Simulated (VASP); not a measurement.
Here is a VASP 6.6.1 calculation.

INCAR

```
SYSTEM = K
  PREC = Accurate
  ENCUT = 520
  EDIFF = 1E-7
  ISMEAR = -1
  SIGMA = 0.1
  LREAL = .False.
  LASPH = .True.
  NELM = 100
  ALGO = Normal
  ISIF = 2
  LWAVE = .False.
  LCHARG = .False.
  GGA = CA
  NBANDS = 10
```

The input KPOINTS:

```
regular mesh
0
Gamma
  15 15 15
  0 0 0
```

File POSCAR:

```
K
1.0
   -2.6213713460      2.6213713460      2.6213713460
    2.6213713460     -2.6213713460      2.6213713460
    2.6213713460      2.6213713460     -2.6213713460
K
1
Direct
    0.0000000000      0.0000000000      0.0000000000
```

Potentials or basis: VASP PAW LDA potentials, release 64 (K_sv).

Launch:

```bash
$ cat potpaw_LDA.64/K_sv/POTCAR > POTCAR
$ mpirun -np 1 vasp_std > vasp.out
```

Estimate the pressure.

-0.4 GPa.
